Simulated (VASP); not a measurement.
# SbAs2 (Fd-3m) in VASP: further runs

Runs on SbAs2. Level: PBE. Tasks: single point, relaxation of cell and atoms.

Everything below comes from runs of VASP 6.6.1. Logs are shortened: lines on timing, memory, paths and dates and some standing lists are left out, and cuts for length are marked.

**1. The cell of the first run**

Symmetry: Fd-3m, No. 227, cubic system. The conventional cell has a = 8.135 Å, b = 8.135 Å, c = 8.135 Å, α = 90.00°, β = 90.00°, γ = 90.00°. Within 4.4 Å of Sb (site symmetry -43m) lie 12 As at 3.37 Å and 4 Sb at 3.52 Å. Within 3.8 Å of As (site symmetry -3m) lie 6 As at 2.88 Å and 6 Sb at 3.37 Å.

**2. Single point, PBE**

File INCAR:

```
ALGO = Normal ; EDIFF = 1E-7
ENCUT = 520 ; GGA = PE
ISIF = 2 ; ISMEAR = 0
LASPH = True ; LCHARG = False
LREAL = False ; LWAVE = False
NBANDS = 24 ; NELM = 80
PREC = Accurate ; SIGMA = 0.1
```

File KPOINTS:

```
k-points
0
Gamma
  4 4 4
```

File POSCAR:

```
SbAs2
1.0
    0.0000000000      4.0672902077      4.0672902077
    4.0672902077      0.0000000000      4.0672902077
    4.0672902077      4.0672902077      0.0000000000
Sb As
2 4
Direct
    0.5000000000      0.5000000000      0.5000000000
    0.7500000000      0.7500000000      0.7500000000
    0.1250000000      0.1250000000      0.1250000000
    0.6250000000      0.1250000000      0.1250000000
    0.1250000000      0.6250000000      0.1250000000
    0.1250000000      0.1250000000      0.6250000000
```

Potentials or basis: VASP PAW PBE potentials, release 64 (Sb, As).

Command:

```bash
cat potpaw_PBE.64/Sb/POTCAR potpaw_PBE.64/As/POTCAR > POTCAR
mpirun -np 1 vasp_std > vasp.out
```

OUTCAR:

```text
EDIFF = 1E-7
   ENCUT = 520
   GGA = PE
   ISIF = 2
   ISMEAR = 0
   LASPH = True
   LREAL = False
   NELM = 80
   PREC = Accurate

 ion  position               nearest neighbor table
   1  0.500  0.500  0.500-   2 3.52   2 3.52   2 3.52   2 3.52
   2  0.750  0.750  0.750-   1 3.52   1 3.52   1 3.52   1 3.52
   3  0.125  0.125  0.125-   4 2.88   5 2.88   6 2.88   6 2.88   5 2.88   4 2.88
   4  0.625  0.125  0.125-   3 2.88   6 2.88   5 2.88   3 2.88   5 2.88   6 2.88
   5  0.125  0.625  0.125-   3 2.88   6 2.88   3 2.88   4 2.88   6 2.88   4 2.88
   6  0.125  0.125  0.625-   3 2.88   3 2.88   4 2.88   5 2.88   5 2.88   4 2.88

  LATTYP: Found a face centered cubic cell.
 ALAT       =     8.1345804154

  Lattice vectors:

 A1 = (   0.0000000000,   4.0672902077,   4.0672902077)
 A2 = (   4.0672902077,   0.0000000000,   4.0672902077)
 A3 = (   4.0672902077,   4.0672902077,   0.0000000000)

Analysis of symmetry for initial positions (statically):
=====================================================================
 Subroutine PRICEL returns:
 Original cell was already a primitive cell.

 Routine SETGRP: Setting up the symmetry group for a
 face centered cubic supercell.

 Subroutine GETGRP returns: Found 48 space group operations
 (whereof 24 operations were pure point group operations)
 out of a pool of 48 trial point group operations.

The static configuration has the point symmetry T_d .
 The point group associated with its full space group is O_h .

Analysis of symmetry for dynamics (positions and initial velocities):
=====================================================================
 Subroutine PRICEL returns:
 Original cell was already a primitive cell.

 Routine SETGRP: Setting up the symmetry group for a
 face centered cubic supercell.

 Subroutine GETGRP returns: Found 48 space group operations
 (whereof 24 operations were pure point group operations)
 out of a pool of 48 trial point group operations.

The dynamic configuration has the point symmetry T_d .
 The point group associated with its full space group is O_h .

 Subroutine INISYM returns: Found 48 space group operations
 (whereof 24 operations are pure point group operations),
 and found     1 'primitive' translations

[... 83 lines left out ...]
   ENCUT  =  520.0 eV  38.22 Ry    6.18 a.u.  10.69 10.69 10.69*2*pi/ulx,y,z
   NELM   =     80;   NELMIN=  2; NELMDL= -5     # of ELM steps
   EDIFF  = 0.1E-06   stopping-criterion for ELM
   LREAL  =      F    real-space projection
   EDIFFG = 0.1E-05   stopping-criterion for IOM
   NSW    =      0    number of steps for IOM
   IBRION =     -1    ionic relax: 0-MD 1-quasi-New 2-CG
   NFREE  =      0    steps in history (QN), initial steepest desc. (CG)
   ISIF   =      2    stress and relaxation
   ISYM   =      2    0-nonsym 1-usesym 2-fastsym
   POTIM  = 0.5000    time-step for ionic-motion
   TEBEG  =    0.0;   TEEND  =   0.0 temperature during run
   PSTRESS=    0.0 pullay stress
   NELECT =      30.0000    total number of electrons
   NUPDOWN=      -1.0000    fix difference up-down
   EMIN   =  10.00;   EMAX   =-10.00  energy-range for DOS
   EFERMI =   0.00;   METHOD = LEGACY
   ISMEAR =     0;   SIGMA  =   0.10  broadening in eV -4-tet -1-fermi 0-gaus
   EFERMI_NEDOS =   21; number of points for ismear=-14 and -15
   IALGO  =     38    algorithm
   IMIX   =      4    mixing-type and parameters
     AMIX     =   0.40;   BMIX     =  1.00
     AMIX_MAG =   1.60;   BMIX_MAG =  1.00
  volume/ion in A,a.u.               =      22.43       151.35
  Fermi-wavevector in a.u.,A,eV,Ry     =   0.992659  1.875854 13.406799  0.985372
  Thomas-Fermi vector in A             =   2.124486
   LORBIT       =      0    0 simple, 1 ext, 2 COOP (PROOUT), +10 PAW based schemes
   GGA     = PE    functional components
   LHFCALC =     F    Hartree Fock is set to
   AEXX    =    0.0000 exact exchange contribution
   IVDW    =     0    specifies the selected vdW correction
   LEPSILON=     F    determine dielectric tensor
   LRPA    =     F    only Hartree local field effects (RPA)
 non-spin polarized calculation
 Gauss-broadening in eV      SIGMA  =   0.10
  energy-cutoff  :      520.00
  volume of cell :      134.57
 maximum number of plane-waves:      3695
 NGX is ok and might be reduce to    48
   NGX = 21   NGY = 21   NGZ = 21

 number of electron      30.0000002 magnetization

 Free energy of the ion-electron system (eV)
  ---------------------------------------------------
  ext. energy  EPLUGINS =         0.00000000
  ---------------------------------------------------
  free energy    TOTEN  =       -24.28870882 eV

  energy without entropy =      -24.27955919  energy(sigma->0) =      -24.28413401

 E-fermi :   7.2333     XC(G=0): -10.3979

 val. band max:        7.2216413322   @ k =   0.2500   0.0000   0.0000
 cond. band min:       7.3328235201   @ k =   0.2500   0.2500   0.0000
 fundamental gap:      0.1111821879
 Fermi energy:         7.2332935787

 k-point     1 :       0.0000    0.0000    0.0000
  band No.  band energies     occupation
      1      -7.4055      2.00000
      2      -2.5367      2.00000
      3      -2.5367      2.00000
      4      -2.5367      2.00000
      5      -2.0850      2.00000
      6      -1.0145      2.00000
[... 205 lines left out ...]
     23       9.4250      0.00000
     24       9.4250      0.00000

------------------------ aborting loop because EDIFF is reached ----------------------------------------

  FORCE on cell =-STRESS in cart. coord.  units (eV):
  Direction    XX          YY          ZZ          XY          YZ          ZX
  --------------------------------------------------------------------------------------
  -------------------------------------------------------------------------------------
  Total       -0.3534736     -0.3534736     -0.3534736      0.0000000      0.0000000      0.0000000
  in kB       -4.2084493     -4.2084493     -4.2084493      0.0000000      0.0000000      0.0000000
  external PRESSURE =      -4.2084493 kB  Pullay stress =       0.0000000 kB

 VOLUME and BASIS-vectors are now :
 -----------------------------------------------------------------------------
  energy-cutoff  :      520.00
  volume of cell :      134.57
      direct lattice vectors                 reciprocal lattice vectors
     0.000000000  4.067290208  4.067290208    -0.122931971  0.122931971  0.122931971
     4.067290208  0.000000000  4.067290208     0.122931971 -0.122931971  0.122931971
     4.067290208  4.067290208  0.000000000     0.122931971  0.122931971 -0.122931971

 POSITION                                       TOTAL-FORCE (eV/Angst)
 -----------------------------------------------------------------------------------
      4.06729      4.06729      4.06729        -0.000000      0.000000     -0.000000
      6.10094      6.10094      6.10094        -0.000000     -0.000000     -0.000000
      1.01682      1.01682      1.01682         0.000000      0.000000      0.000000
      1.01682      3.05047      3.05047         0.000000      0.000000      0.000000
      3.05047      1.01682      3.05047         0.000000      0.000000      0.000000
      3.05047      3.05047      1.01682         0.000000      0.000000      0.000000
 -----------------------------------------------------------------------------------
    total drift:                                0.000000      0.000000      0.000000

  FREE ENERGIE OF THE ION-ELECTRON SYSTEM (eV)
  ---------------------------------------------------
  free  energy   TOTEN  =       -24.2887088213 eV

  energy  without entropy=      -24.2795591921  energy(sigma->0) =      -24.28413401
```

OSZICAR:

```text
N       E                     dE             d eps       ncg     rms          rms(c)
DAV:   1     0.123878706225E+03    0.12388E+03   -0.11157E+04   384   0.104E+03
DAV:   2    -0.143251755982E+02   -0.13820E+03   -0.13156E+03   504   0.165E+02
DAV:   3    -0.242406457016E+02   -0.99155E+01   -0.95410E+01   504   0.458E+01
DAV:   4    -0.243944558755E+02   -0.15381E+00   -0.15352E+00   424   0.622E+00
DAV:   5    -0.243956079219E+02   -0.11520E-02   -0.11520E-02   464   0.645E-01    0.451E+00
DAV:   6    -0.242986315190E+02    0.96976E-01   -0.11049E-01   400   0.166E+00    0.270E+00
DAV:   7    -0.242899642922E+02    0.86672E-02   -0.56073E-02   400   0.938E-01    0.723E-01
DAV:   8    -0.242886850619E+02    0.12792E-02   -0.46988E-03   424   0.353E-01    0.182E-01
DAV:   9    -0.242887425423E+02   -0.57480E-04   -0.11790E-03   400   0.186E-01    0.987E-02
DAV:  10    -0.242887210824E+02    0.21460E-04   -0.67508E-05   440   0.420E-02    0.580E-02
DAV:  11    -0.242887083624E+02    0.12720E-04   -0.31537E-05   392   0.283E-02    0.152E-02
DAV:  12    -0.242887091331E+02   -0.77075E-06   -0.49179E-06   416   0.101E-02    0.957E-03
DAV:  13    -0.242887085359E+02    0.59725E-06   -0.17956E-07   248   0.206E-03    0.503E-03
DAV:  14    -0.242887086452E+02   -0.10926E-06   -0.11478E-07   232   0.146E-03    0.166E-03
DAV:  15    -0.242887087648E+02   -0.11960E-06   -0.33961E-08   216   0.789E-04    0.453E-04
DAV:  16    -0.242887088213E+02   -0.56544E-07   -0.57118E-09   192   0.356E-04
   1 F= -.24288709E+02 E0= -.24284134E+02  d E =-.914963E-02
```

Wall time 58 s (1 thread of Intel Xeon Platinum 8375C at 2.90GHz (Ice Lake), shared host); peak memory 0.3 GiB.

Results:

| Quantity | Value |
| --- | --- |
| Free energy | -24.2887 eV |
| Pressure | -0.4 GPa |
| Band gap on the k mesh | zero (band 15 reaches 7.46 eV, above the bottom of band 16 at 6.05 eV) |

Levels at points of the mesh, in eV from the Fermi level:
```
           k point  band 12  band 13  band 14  band 15  band 16  band 17  band 18  band 19
(0.00, 0.00, 0.00)    -3.34    -2.79    -2.79    -2.79     2.05     2.05     2.05     2.75
(0.50, 0.00, 0.00)    -2.20    -1.88    -1.88    -0.62    -0.30     0.93     0.93     1.35
(0.50, 0.50, 0.00)    -1.56    -1.31    -1.31    -1.18    -1.18     0.28     0.28     0.69
```

Caveat: spin-orbit coupling is left out, which moves the levels of the heavy elements.

**3. Single point, PBE**

This run uses another cell than the first one, of 26.06 Å³/atom, 1.162 times its volume.

File INCAR:

```
PREC     = Accurate       # precision mode
ENCUT    = 520            # plane-wave cutoff, eV
EDIFF    = 1E-6           # SCF threshold, eV
ISMEAR   = 0              # smearing method
SIGMA    = 0.1            # smearing width, eV
LREAL    = F              # projectors in reciprocal space
LASPH    = T              # aspherical terms in the spheres
NELM     = 100            # most SCF steps
ALGO     = Normal         # electronic algorithm
ISIF     = 2              # what is computed and relaxed
LWAVE    = F              # write WAVECAR
LCHARG   = F              # write CHGCAR
GGA      = PE             # functional
NBANDS   = 24             # bands
```

File KPOINTS:

```
Automatic mesh
0
Gamma
  4 4 4
```

Changes to POSCAR since step 2:

```diff
@@ -2,5 +2,5 @@
 1.0
-    0.0000000000      4.0672902077      4.0672902077
-    4.0672902077      0.0000000000      4.0672902077
-    4.0672902077      4.0672902077      0.0000000000
+    0.0000000000      4.2757321500      4.2757321500
+    4.2757321500      0.0000000000      4.2757321500
+    4.2757321500      4.2757321500      0.0000000000
 Sb As
```

Potentials or basis: VASP PAW PBE potentials, release 64 (Sb, As).

Command:

```bash
cat potpaw_PBE.64/Sb/POTCAR potpaw_PBE.64/As/POTCAR > POTCAR
mpirun -np 1 vasp_std > vasp.out
```

Run time: 47 s. Hardware: 1 thread of Intel Xeon Platinum 8375C at 2.90GHz (Ice Lake), shared host; peak memory 0.31 GiB.

It converged, with:

| Quantity | Value |
| --- | --- |
| Free energy | -23.6412 eV |
| Pressure | -8.0 GPa |
| Band gap on the k mesh | zero (band 15 reaches 5.73 eV, above the bottom of band 16 at 4.55 eV) |

Levels at points of the mesh, in eV from the Fermi level:
| k point | band 11 | band 12 | band 13 | band 14 | band 15 | band 16 | band 17 | band 18 | band 19 | band 20 |
| --- | --- | --- | --- | --- | --- | --- | --- | --- | --- | --- |
| (0.00, 0.00, 0.00) | -2.78 | -2.78 | -2.32 | -2.32 | -2.32 | 1.62 | 1.62 | 1.62 | 2.26 | 2.26 |
| (0.50, 0.00, 0.00) | -2.31 | -1.82 | -1.51 | -1.51 | -0.88 | -0.51 | 0.75 | 0.75 | 1.04 | 2.09 |
| (0.50, 0.50, 0.00) | -1.33 | -1.33 | -1.23 | -1.23 | -1.02 | -1.02 | 0.27 | 0.27 | 0.61 | 0.61 |

Caveat: spin-orbit coupling is left out, which moves the levels of the heavy elements.

[end of part 1 of 2]
